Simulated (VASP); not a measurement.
# Sn (Fddd) in VASP: single point with r2SCAN

Aim: the single point of Sn with r2SCAN.

All numbers are computed with VASP 6.6.1; they aren't measurements. Logs are shortened: lines on timing, memory, paths and dates and some standing lists are left out, and cuts for length are marked.

**1. The cell of the first run**

It takes space group Fddd (No. 70, orthorhombic). Conventional cell: a = 6.232 Å, b = 6.491 Å, c = 6.751 Å, α = 90.00°, β = 90.00°, γ = 90.00°. Within 3.7 Å of Sn (site symmetry 222) lie 4 Sn at 2.81 Å.

**2. Single point, r2SCAN (strain -0.0400 x Voigt [1, -1, 0, 0, 0, 0])**

The input, POSCAR:

```
Sn
1.0
    0.0000000000      3.3754240000      3.2456000000
    3.1157760000      0.0000000000      3.2456000000
    3.1157760000      3.3754240000      0.0000000000
Sn
2
Direct
    0.5000000000      0.5000000000      0.5000000000
    0.7500000000      0.7500000000      0.7500000000
```

The input, INCAR.step1:

```
PREC     = Accurate       # precision mode
ENCUT    = 520            # plane-wave cutoff, eV
ISMEAR   = 0              # smearing method
SIGMA    = 0.1            # smearing width, eV
LREAL    = F              # projectors in reciprocal space
LASPH    = T              # aspherical terms in the spheres
NELM     = 60             # most SCF steps
NBANDS   = 21             # bands
GGA      = PE             # functional
ALGO     = Normal         # electronic algorithm
EDIFF    = 1E-4           # SCF threshold, eV
LWAVE    = T              # write WAVECAR
LCHARG   = F              # write CHGCAR
```

The input, INCAR.step2:

```
PREC     = Accurate       # precision mode
ENCUT    = 520            # plane-wave cutoff, eV
EDIFF    = 1E-6           # SCF threshold, eV
ISMEAR   = 0              # smearing method
SIGMA    = 0.1            # smearing width, eV
LREAL    = F              # projectors in reciprocal space
LASPH    = T              # aspherical terms in the spheres
NELM     = 60             # most SCF steps
ALGO     = Normal         # electronic algorithm
ISIF     = 2              # what is computed and relaxed
LWAVE    = F              # write WAVECAR
LCHARG   = F              # write CHGCAR
METAGGA  = R2SCAN         # meta-GGA
LMIXTAU  = T            
NBANDS   = 21             # bands
ISTART   = 1
```

The input, KPOINTS:

```
Automatic mesh
0
Gamma
  12 12 12
```

Potentials or basis: VASP PAW PBE potentials, release 64 (Sn_d).

Launch:

```bash
cat potpaw_PBE.64/Sn_d/POTCAR > POTCAR
cp INCAR.step1 INCAR
mpirun -np 1 vasp_std > vasp.out
cp INCAR.step2 INCAR
mpirun -np 1 vasp_std > vasp.out
```

OUTCAR:

```text
PREC = Accurate
   ENCUT = 520
   EDIFF = 1E-6
   ISMEAR = 0
   LREAL = F
   LASPH = T
   NELM = 60
   ISIF = 2
   METAGGA = R2SCAN
   ISTART = 1

 ion  position               nearest neighbor table
   1  0.500  0.500  0.500-   2 2.81   2 2.81   2 2.81   2 2.81
   2  0.750  0.750  0.750-   1 2.81   1 2.81   1 2.81   1 2.81

  LATTYP: Found a face centered orthorhombic cell.
 ALAT       =     6.2315520000
 B/A-ratio  =     1.0416666667
 C/A-ratio  =     1.0833333333

  Lattice vectors:

 A1 = (   0.0000000000,   3.3754240000,  -3.2456000000)
 A2 = (   3.1157760000,   3.3754240000,   0.0000000000)
 A3 = (   3.1157760000,   0.0000000000,  -3.2456000000)

Analysis of symmetry for initial positions (statically):
=====================================================================
 Subroutine PRICEL returns:
 Original cell was already a primitive cell.

 Routine SETGRP: Setting up the symmetry group for a
 face centered orthorhombic supercell.

 Subroutine GETGRP returns: Found  8 space group operations
 (whereof  4 operations were pure point group operations)
 out of a pool of  8 trial point group operations.

The static configuration has the point symmetry D_2 .
 The point group associated with its full space group is D_2h.

Analysis of symmetry for dynamics (positions and initial velocities):
=====================================================================
 Subroutine PRICEL returns:
 Original cell was already a primitive cell.

 Routine SETGRP: Setting up the symmetry group for a
 face centered orthorhombic supercell.

 Subroutine GETGRP returns: Found  8 space group operations
 (whereof  4 operations were pure point group operations)
 out of a pool of  8 trial point group operations.

The dynamic configuration has the point symmetry D_2 .
 The point group associated with its full space group is D_2h.

 Subroutine INISYM returns: Found  8 space group operations
 (whereof  4 operations are pure point group operations),
 and found     1 'primitive' translations

----------------------------------------------------------------------------------------

                                     Primitive cell

  volume of cell :      68.2684

  direct lattice vectors                    reciprocal lattice vectors
     0.000000000  3.375424000  3.245600000    -0.160473667  0.148129539  0.154054720
     3.115776000  0.000000000  3.245600000     0.160473667 -0.148129539  0.154054720
[... 81 lines left out ...]
   LSORBIT =      F    spin-orbit coupling
   LASPH  =      T    aspherical Exc in radial PAW
   ENCUT  =  520.0 eV  38.22 Ry    6.18 a.u.   8.71  8.37  8.54*2*pi/ulx,y,z
   NELM   =     60;   NELMIN=  2; NELMDL=  0     # of ELM steps
   EDIFF  = 0.1E-05   stopping-criterion for ELM
   LREAL  =      F    real-space projection
   EDIFFG = 0.1E-04   stopping-criterion for IOM
   NSW    =      0    number of steps for IOM
   IBRION =     -1    ionic relax: 0-MD 1-quasi-New 2-CG
   NFREE  =      0    steps in history (QN), initial steepest desc. (CG)
   ISIF   =      2    stress and relaxation
   ISYM   =      2    0-nonsym 1-usesym 2-fastsym
   POTIM  = 0.5000    time-step for ionic-motion
   TEBEG  =    0.0;   TEEND  =   0.0 temperature during run
   PSTRESS=    0.0 pullay stress
   NELECT =      28.0000    total number of electrons
   NUPDOWN=      -1.0000    fix difference up-down
   EMIN   =  10.00;   EMAX   =-10.00  energy-range for DOS
   EFERMI =   0.00;   METHOD = LEGACY
   ISMEAR =     0;   SIGMA  =   0.10  broadening in eV -4-tet -1-fermi 0-gaus
   EFERMI_NEDOS =   21; number of points for ismear=-14 and -15
   IALGO  =     38    algorithm
   IMIX   =      4    mixing-type and parameters
     AMIX     =   0.40;   BMIX     =  1.00
     AMIX_MAG =   1.60;   BMIX_MAG =  1.00
  volume/ion in A,a.u.               =      34.13       230.35
  Fermi-wavevector in a.u.,A,eV,Ry     =   1.216338  2.298546 20.129527  1.479478
  Thomas-Fermi vector in A             =   2.351695
   LORBIT       =      0    0 simple, 1 ext, 2 COOP (PROOUT), +10 PAW based schemes
   METAGGA = R2SCAN    functional components
   LHFCALC =     F    Hartree Fock is set to
   AEXX    =    0.0000 exact exchange contribution
   IVDW    =     0    specifies the selected vdW correction
   LEPSILON=     F    determine dielectric tensor
   LRPA    =     F    only Hartree local field effects (RPA)
 non-spin polarized calculation
 Gauss-broadening in eV      SIGMA  =   0.10
  energy-cutoff  :      520.00
  volume of cell :       68.27
 maximum number of plane-waves:      1872
   NGX = 17   NGY = 17   NGZ = 17

 number of electron      28.0000002 magnetization

 Free energy of the ion-electron system (eV)
  ---------------------------------------------------
  ext. energy  EPLUGINS =         0.00000000
  ---------------------------------------------------
  free energy    TOTEN  =       -49.45759096 eV

  energy without entropy =      -49.45693123  energy(sigma->0) =      -49.45726109

 E-fermi :   5.6543     XC(G=0):  -9.6003

 val. band max:        5.6139060532   @ k =   0.0000   0.0000   0.0000
 cond. band min:       5.6667159005   @ k =   0.5000  -0.0000   0.0000
 fundamental gap:      0.0528098473
 Fermi energy:         5.6543147637

 k-point     1 :       0.0000    0.0000    0.0000
  band No.  band energies     occupation
      1     -16.8314      2.00000
      2     -16.8120      2.00000
      3     -16.7962      2.00000
      4     -16.7528      2.00000
      5     -16.7405      2.00000
      6     -16.4497      2.00000
[... 565 lines left out ...]
     20      13.9564      0.00000
     21      14.2791      0.00000

 [... further k-points ...]

------------------------ aborting loop because EDIFF is reached ----------------------------------------

  FORCE on cell =-STRESS in cart. coord.  units (eV):
  Direction    XX          YY          ZZ          XY          YZ          ZX
  --------------------------------------------------------------------------------------
  -------------------------------------------------------------------------------------
  Total        1.2557995      0.0394885      0.7706575      0.0000000      0.0000000      0.0000000
  in kB       29.4721180      0.9267485     18.0864120      0.0000000      0.0000000      0.0000000
  external PRESSURE =      16.1617595 kB  Pullay stress =       0.0000000 kB

 VOLUME and BASIS-vectors are now :
 -----------------------------------------------------------------------------
  energy-cutoff  :      520.00
  volume of cell :       68.27
      direct lattice vectors                 reciprocal lattice vectors
     0.000000000  3.375424000  3.245600000    -0.160473667  0.148129539  0.154054720
     3.115776000  0.000000000  3.245600000     0.160473667 -0.148129539  0.154054720
     3.115776000  3.375424000  0.000000000     0.160473667  0.148129539 -0.154054720

 POSITION                                       TOTAL-FORCE (eV/Angst)
 -----------------------------------------------------------------------------------
      3.11578      3.37542      3.24560         0.000000      0.000000     -0.000000
      4.67366      5.06314      4.86840         0.000000     -0.000000      0.000000
 -----------------------------------------------------------------------------------
    total drift:                                0.000000      0.000000      0.000000

  FREE ENERGIE OF THE ION-ELECTRON SYSTEM (eV)
  ---------------------------------------------------
  free  energy   TOTEN  =       -49.4575909552 eV

  energy  without entropy=      -49.4569312289  energy(sigma->0) =      -49.45726109
```

OUTCAR.step1:

```text
PREC = Accurate
   ENCUT = 520
   ISMEAR = 0
   LREAL = F
   LASPH = T
[... 800 lines left out ...]
 -----------------------------------------------------------------------------------
      3.11578      3.37542      3.24560         0.000000     -0.000000     -0.000000
      4.67366      5.06314      4.86840         0.000000      0.000000      0.000000
 -----------------------------------------------------------------------------------
    total drift:                                0.000000      0.000000      0.000000

  FREE ENERGIE OF THE ION-ELECTRON SYSTEM (eV)
  ---------------------------------------------------
  free  energy   TOTEN  =        -7.6222050578 eV

  energy  without entropy=       -7.6214379349  energy(sigma->0) =       -7.62182150
```

Wall time 7 min (1 thread of Intel Xeon 6975P-C (Granite Rapids), shared host); peak memory 0.44 GiB.

Results:

```
Free energy : -49.4576 eV
Pressure    : 1.6 GPa
```

Caveat: the cell differs from its parent crystal (strain -0.0400 x Voigt [1, -1, 0, 0, 0, 0]); the PAW data sets were made with another functional, which shifts forces and pressure a little; spin-orbit coupling is left out, which moves the levels of the heavy elements.
